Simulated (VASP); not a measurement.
Here is a VASP 6.6.1 calculation.

The input INCAR:

```
  PREC = Accurate
  ENCUT = 520
  EDIFF = 1E-7
  ISMEAR = 0
  SIGMA = 0.05
  LREAL = False
  LASPH = True
  NELM = 100
  ALGO = Normal
  ISIF = 2
  LWAVE = False
  LCHARG = False
  GGA = PE
  NBANDS = 16
```

Contents of KPOINTS:

```
regular mesh
0
Gamma
  9 9 6
```

File POSCAR:

```
AlN
1.0
    3.3134793403      0.0000000000      0.0000000000
   -1.6567396702      2.8695572836      0.0000000000
    0.0000000000      0.0000000000      3.6851000000
Al N
2 2
Direct
    0.3333333333      0.6666666667      0.7500000000
    0.6666666667      0.3333333333      0.2500000000
    0.3333333333      0.6666666667      0.2500000000
    0.6666666667      0.3333333333      0.7500000000
```

Potentials or basis: VASP PAW PBE potentials, release 64 (Al, N).

Launch:

```bash
$ cat potpaw_PBE.64/Al/POTCAR potpaw_PBE.64/N/POTCAR > POTCAR
$ mpirun -np 1 vasp_std > vasp.out
```

Question: What does it give for the band gap on the k mesh?

Answer: 4.37 eV, direct.

Question: What does it give for the pressure?

Answer: 37.7 GPa.

Stress tensor (GPa, compression positive):
```
20.98  0.00  0.00
 0.00 20.98  0.00
 0.00  0.00 71.22
```

A k mesh can miss the band edges.
